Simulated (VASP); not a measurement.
# HfC (Fm-3m) in VASP: single point with LDA

Aim: the single point of HfC with LDA.

Everything below comes from runs of VASP 6.6.1. Logs are shortened: lines on timing, memory, paths and dates and some standing lists are left out, and cuts for length are marked.

## Step 1: The cell of the first run

The structure is cubic, space group Fm-3m (No. 225). The conventional cell has a = 4.650 Å, b = 4.650 Å, c = 4.650 Å, α = 90.00°, β = 90.00°, γ = 90.00°. Within 3.1 Å of Hf (site symmetry m-3m) lie 6 C at 2.33 Å. Within 3.1 Å of C (site symmetry m-3m) lie 6 Hf at 2.33 Å.

## Step 2: Single point, LDA

INCAR

```
PREC     = Accurate       # precision mode
ENCUT    = 600            # plane-wave cutoff, eV
EDIFF    = 1E-6           # SCF threshold, eV
ISMEAR   = -1             # smearing method
SIGMA    = 0.0816         # smearing width, eV
LREAL    = False          # projectors in reciprocal space
LASPH    = True           # aspherical terms in the spheres
NELM     = 120            # most SCF steps
ALGO     = Normal         # electronic algorithm
ISIF     = 2              # what is computed and relaxed
LWAVE    = False          # write WAVECAR
LCHARG   = True           # write CHGCAR
GGA      = CA             # functional
LELF     = True           # ELF
LVHAR    = True         
NBANDS   = 14             # bands
GGA_COMPAT= False
```

KPOINTS

```
Automatic mesh
0
Gamma
  10 10 10
```

POSCAR

```
HfC
1.0
    0.0000000000      2.3250000000      2.3250000000
    2.3250000000      0.0000000000      2.3250000000
    2.3250000000      2.3250000000      0.0000000000
Hf C
1 1
Direct
    0.5000000000      0.5000000000      0.5000000000
    0.0000000000      0.0000000000      0.0000000000
```

Potentials or basis: VASP PAW LDA potentials, release 64 (Hf_pv, C).

On the command line:

```
$ cat potpaw_LDA.64/Hf_pv/POTCAR potpaw_LDA.64/C/POTCAR > POTCAR
$ mpirun -np 1 vasp_std > vasp.out
```

OUTCAR:

```text
PREC = Accurate
   ENCUT = 600
   EDIFF = 1E-6
   ISMEAR = -1
   LREAL = False
   LASPH = True
   NELM = 120
   ISIF = 2
   GGA = CA

 ion  position               nearest neighbor table
   1  0.500  0.500  0.500-   2 2.33   2 2.33   2 2.33   2 2.33   2 2.33   2 2.33
   2  0.000  0.000  0.000-   1 2.33   1 2.33   1 2.33   1 2.33   1 2.33   1 2.33

  LATTYP: Found a face centered cubic cell.
 ALAT       =     4.6500000000

  Lattice vectors:

 A1 = (   0.0000000000,   2.3250000000,   2.3250000000)
 A2 = (   2.3250000000,   0.0000000000,   2.3250000000)
 A3 = (   2.3250000000,   2.3250000000,   0.0000000000)

Analysis of symmetry for initial positions (statically):
=====================================================================
 Subroutine PRICEL returns:
 Original cell was already a primitive cell.

 Routine SETGRP: Setting up the symmetry group for a
 face centered cubic supercell.

 Subroutine GETGRP returns: Found 48 space group operations
 (whereof 48 operations were pure point group operations)
 out of a pool of 48 trial point group operations.

The static configuration has the point symmetry O_h .

Analysis of symmetry for dynamics (positions and initial velocities):
=====================================================================
 Subroutine PRICEL returns:
 Original cell was already a primitive cell.

 Routine SETGRP: Setting up the symmetry group for a
 face centered cubic supercell.

 Subroutine GETGRP returns: Found 48 space group operations
 (whereof 48 operations were pure point group operations)
 out of a pool of 48 trial point group operations.

The dynamic configuration has the point symmetry O_h .

 Subroutine INISYM returns: Found 48 space group operations
 (whereof 48 operations are pure point group operations),
 and found     1 'primitive' translations

----------------------------------------------------------------------------------------

                                     Primitive cell

  volume of cell :      25.1362

  direct lattice vectors                    reciprocal lattice vectors
     0.000000000  2.325000000  2.325000000    -0.215053763  0.215053763  0.215053763
     2.325000000  0.000000000  2.325000000     0.215053763 -0.215053763  0.215053763
     2.325000000  2.325000000  0.000000000     0.215053763  0.215053763 -0.215053763

  length of vectors
     3.288046533  3.288046533  3.288046533     0.372484045  0.372484045  0.372484045

  position of ions in fractional coordinates (direct lattice)
     0.500000000  0.500000000  0.500000000
     0.000000000  0.000000000  0.000000000

  ion indices of the primitive-cell ions
   primitive index   ion index
                 1           1
                 2           2

----------------------------------------------------------------------------------------

 KPOINTS: Automatic mesh

Automatic generation of k-mesh.
 Grid dimensions read from file:
 generate k-points for:   10   10   10

 Generating k-lattice:

  Cartesian coordinates                     Fractional coordinates (reciprocal lattice)
    -0.021505376  0.021505376  0.021505376     0.100000000  0.000000000  0.000000000
     0.021505376 -0.021505376  0.021505376     0.000000000  0.100000000  0.000000000
     0.021505376  0.021505376 -0.021505376     0.000000000  0.000000000  0.100000000

  Length of vectors
     0.037248404  0.037248404  0.037248404

  Shift w.r.t. Gamma in fractional coordinates (k-lattice)
     0.000000000  0.000000000  0.000000000

 Subroutine IBZKPT returns following result:
 ===========================================

 Found     47 irreducible k-points:

 Following reciprocal coordinates:
            Coordinates               Weight
  0.000000  0.000000  0.000000      1.000000
  0.100000  0.000000  0.000000      8.000000
  0.200000  0.000000  0.000000      8.000000
  0.300000  0.000000  0.000000      8.000000
  0.400000  0.000000  0.000000      8.000000
  0.500000  0.000000  0.000000      4.000000
[... 16 lines left out ...]
  0.300000  0.300000  0.000000      6.000000
  0.400000  0.300000  0.000000     24.000000
 [... further k-points ...]
   k-points           NKPTS =     47   k-points in BZ     NKDIM =     47   number of bands    NBANDS=     14
   number of dos      NEDOS =    301   number of ions     NIONS =      2
   total plane-waves  NPLWV =  21952
   dimension x,y,z NGX =    28 NGY =   28 NGZ =   28
   dimension x,y,z NGXF=    56 NGYF=   56 NGZF=   56
   ions per type =               1   1
   NGX,Y,Z   is equivalent  to a cutoff of  14.16, 14.16, 14.16 a.u.
   NGXF,Y,Z  is equivalent  to a cutoff of  28.31, 28.31, 28.31 a.u.
 SYSTEM =  unknown system
   PREC   = accura    normal or accurate (medium, high low for compatibility)
   ISTART =      0    job   : 0-new  1-cont  2-samecut
   ICHARG =      2    charge: 1-file 2-atom 10-const
   ISPIN  =      1    spin polarized calculation?
   LNONCOLLINEAR =      F non collinear calculations
   LSORBIT =      F    spin-orbit coupling
   LASPH  =      T    aspherical Exc in radial PAW
   ENCUT  =  600.0 eV  44.10 Ry    6.64 a.u.   6.57  6.57  6.57*2*pi/ulx,y,z
   NELM   =    120;   NELMIN=  2; NELMDL= -5     # of ELM steps
   EDIFF  = 0.1E-05   stopping-criterion for ELM
   LREAL  =      F    real-space projection
   EDIFFG = 0.1E-04   stopping-criterion for IOM
   NSW    =      0    number of steps for IOM
   IBRION =     -1    ionic relax: 0-MD 1-quasi-New 2-CG
   NFREE  =      0    steps in history (QN), initial steepest desc. (CG)
   ISIF   =      2    stress and relaxation
   ISYM   =      2    0-nonsym 1-usesym 2-fastsym
   POTIM  = 0.5000    time-step for ionic-motion
   TEBEG  =    0.0;   TEEND  =   0.0 temperature during run
   PSTRESS=    0.0 pullay stress
   NELECT =      14.0000    total number of electrons
   NUPDOWN=      -1.0000    fix difference up-down
   EMIN   =  10.00;   EMAX   =-10.00  energy-range for DOS
   EFERMI =   0.00;   METHOD = LEGACY
   ISMEAR =    -1;   SIGMA  =   0.08  broadening in eV -4-tet -1-fermi 0-gaus
   EFERMI_NEDOS =   21; number of points for ismear=-14 and -15
   IALGO  =     38    algorithm
   IMIX   =      4    mixing-type and parameters
     AMIX     =   0.40;   BMIX     =  1.00
     AMIX_MAG =   1.60;   BMIX_MAG =  1.00
  volume/ion in A,a.u.               =      12.57        84.81
  Fermi-wavevector in a.u.,A,eV,Ry     =   1.346949  2.545365 24.684672  1.814272
  Thomas-Fermi vector in A             =   2.474740
   LORBIT       =      0    0 simple, 1 ext, 2 COOP (PROOUT), +10 PAW based schemes
   GGA     = CA    functional components
   LHFCALC =     F    Hartree Fock is set to
   AEXX    =    0.0000 exact exchange contribution
   IVDW    =     0    specifies the selected vdW correction
   LEPSILON=     F    determine dielectric tensor
   LRPA    =     F    only Hartree local field effects (RPA)
 non-spin polarized calculation
  energy-cutoff  :      600.00
  volume of cell :       25.14
 maximum number of plane-waves:       869
 NGX is ok and might be reduce to    28
   NGX = 13   NGY = 13   NGZ = 13

 number of electron      14.0000000 magnetization

 Free energy of the ion-electron system (eV)
  ---------------------------------------------------
  ext. energy  EPLUGINS =         0.00000000
  ---------------------------------------------------
  free energy    TOTEN  =       -22.85299588 eV

  energy without entropy =      -22.84557706  energy(sigma->0) =      -22.84928647

 E-fermi :   5.8567     XC(G=0): -12.4883

 val. band max:        5.7969713083   @ k =   0.5000   0.5000   0.0000
 cond. band min:       5.8581766305   @ k =   0.1000   0.0000   0.0000
 fundamental gap:      0.0612053222
 Fermi energy:         5.8567148023

 k-point     1 :       0.0000    0.0000    0.0000
  band No.  band energies     occupation
      1     -23.5528      2.00000
      2     -23.5528      2.00000
      3     -23.5528      2.00000
      4      -6.2975      2.00000
      5       6.8709      0.00001
      6       6.8709      0.00001
      7       6.8709      0.00001
      8       7.1480      0.00000
      9       7.1480      0.00000
     10       7.1480      0.00000
     11       9.1694      0.00000
     12       9.1694      0.00000
     13      12.7960      0.00000
     14      16.8922      0.00000

 k-point     2 :       0.1000    0.0000    0.0000
  band No.  band energies     occupation
      1     -23.6233      2.00000
      2     -23.5597      2.00000
      3     -23.5597      2.00000
      4      -6.0445      2.00000
      5       5.4792      1.98062
      6       5.8582      0.99104
      7       5.8582      0.99104
      8       7.5631      0.00000
      9       7.5631      0.00000
     10       7.9602      0.00000
     11      10.2847      0.00000
     12      10.2847      0.00000
     13      13.3230      0.00000
     14      17.5810      0.00000

 k-point     3 :       0.2000    0.0000    0.0000
  band No.  band energies     occupation
      1     -23.8029      2.00000
      2     -23.5774      2.00000
      3     -23.5774      2.00000
      4      -5.3370      2.00000
      5       3.7213      2.00000
      6       4.6163      2.00000
      7       4.6163      2.00000
      8       8.2992      0.00000
      9       8.2992      0.00000
     10       8.5109      0.00000
     11      12.2762      0.00000
     12      12.2762      0.00000
     13      14.4321      0.00000
     14      18.7046      0.00000
[... 324 lines left out ...]
 k-point    23 :       0.3000    0.3000    0.0000
  band No.  band energies     occupation
      1     -23.9697      2.00000
      2     -23.7091      2.00000
      3     -23.7091      2.00000
      4      -4.4521      2.00000
      5       2.0851      2.00000
      6       4.8425      1.99999
      7       5.4631      1.98405
      8       5.4631      1.98405
      9      10.3295      0.00000
     10      11.7579      0.00000
     11      11.7579      0.00000
     12      13.2668      0.00000
     13      18.0918      0.00000
     14      18.6972      0.00000

 k-point    24 :       0.4000    0.3000    0.0000
  band No.  band energies     occupation
      1     -24.0557      2.00000
      2     -23.7553      2.00000
      3     -23.7341      2.00000
      4      -4.1854      2.00000
      5       2.1766      2.00000
      6       4.0309      2.00000
      7       5.1583      1.99962
      8       6.0501      0.17101
      9      11.1434      0.00000
     10      12.1276      0.00000
     11      12.2636      0.00000
     12      14.1580      0.00000
     13      17.3680      0.00000
     14      18.4627      0.00000

 [... further k-points ...]
[... 5 lines left out ...]
  --------------------------------------------------------------------------------------
  -------------------------------------------------------------------------------------
  Total       -1.8309116     -1.8309116     -1.8309116      0.0000000     -0.0000000      0.0000000
  in kB     -116.7022122   -116.7022122   -116.7022122      0.0000000     -0.0000000      0.0000000
  external PRESSURE =    -116.7022122 kB  Pullay stress =       0.0000000 kB

 VOLUME and BASIS-vectors are now :
 -----------------------------------------------------------------------------
  energy-cutoff  :      600.00
  volume of cell :       25.14
      direct lattice vectors                 reciprocal lattice vectors
     0.000000000  2.325000000  2.325000000    -0.215053763  0.215053763  0.215053763
     2.325000000  0.000000000  2.325000000     0.215053763 -0.215053763  0.215053763
     2.325000000  2.325000000  0.000000000     0.215053763  0.215053763 -0.215053763

 POSITION                                       TOTAL-FORCE (eV/Angst)
 -----------------------------------------------------------------------------------
      2.32500      2.32500      2.32500        -0.000000      0.000000      0.000000
      0.00000      0.00000      0.00000         0.000000     -0.000000     -0.000000
 -----------------------------------------------------------------------------------
    total drift:                                0.000000      0.000000      0.000000

  FREE ENERGIE OF THE ION-ELECTRON SYSTEM (eV)
  ---------------------------------------------------
  free  energy   TOTEN  =       -22.8529958823 eV

  energy  without entropy=      -22.8455770630  energy(sigma->0) =      -22.84928647
```

Run time: 18 s. Hardware: 1 thread of Intel Xeon 6975P-C, shared host; peak memory 0.15 GiB.

What came out:

```
Free energy            : -22.8530 eV
Pressure               : -11.7 GPa
Band gap on the k mesh : zero (band 7 reaches 6.87 eV, above the bottom of band 8 at 5.46 eV)
```

Levels at points of the mesh, in eV from the Fermi level:
| k point | band 5 | band 6 | band 7 | band 8 | band 9 | band 10 |
| --- | --- | --- | --- | --- | --- | --- |
| (0.00, 0.00, 0.00) | 1.01 | 1.01 | 1.01 | 1.29 | 1.29 | 1.29 |
| (0.50, 0.00, 0.00) | -6.13 | -3.00 | -3.00 | 5.20 | 5.20 | 5.69 |
| (0.50, 0.50, 0.00) | -2.51 | -1.84 | -0.06 | -0.06 | 5.23 | 6.61 |

Caveat: spin-orbit coupling is left out, which moves the levels of the heavy elements.
